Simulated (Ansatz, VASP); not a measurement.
One calculation of W, two programs

```xyz
1
Lattice="-1.5973 1.5973 1.5334 1.5973 -1.5973 1.5334 1.5973 1.5973 -1.5334" Properties=species:S:1:pos:R:3 pbc="T T T"
W     0.0000    0.0000    0.0000
```

Change from the starting cell: strain +0.000 along x and y, -0.040 along z, atoms carried along.

Alike in both runs: task single point; functional PBE; k mesh 20 × 20 × 20; occupations gaussian, width 0.15 eV; no spin polarisation.

|  | VASP | Ansatz |
| --- | --- | --- |
| version | VASP 6.6.1 | Ansatz 0.2.0 |
| potentials or method | VASP PAW PBE potentials, release 64 (W_sv), cutoff 520 eV | scalar-relativistic, plane waves, PAW |
| valence electrons in the cell | 14 | 14 |

Ansatz gave:

| Quantity | Value |
| --- | --- |
| gap on the k mesh at the Fermi level (eV) | none |
| pressure (GPa) | 10.2 |
| traceless stress, the component that is largest in VASP (GPa) | 10.05 |

Question: Which values does VASP return?

Answer: gap on the k mesh at the Fermi level (eV): none; pressure (GPa): 10.8; traceless stress, the component that is largest in VASP (GPa): 10.06.

A gap of «none» marks a metal or a gap that the smearing closes.

Neither program's run includes spin-orbit coupling.
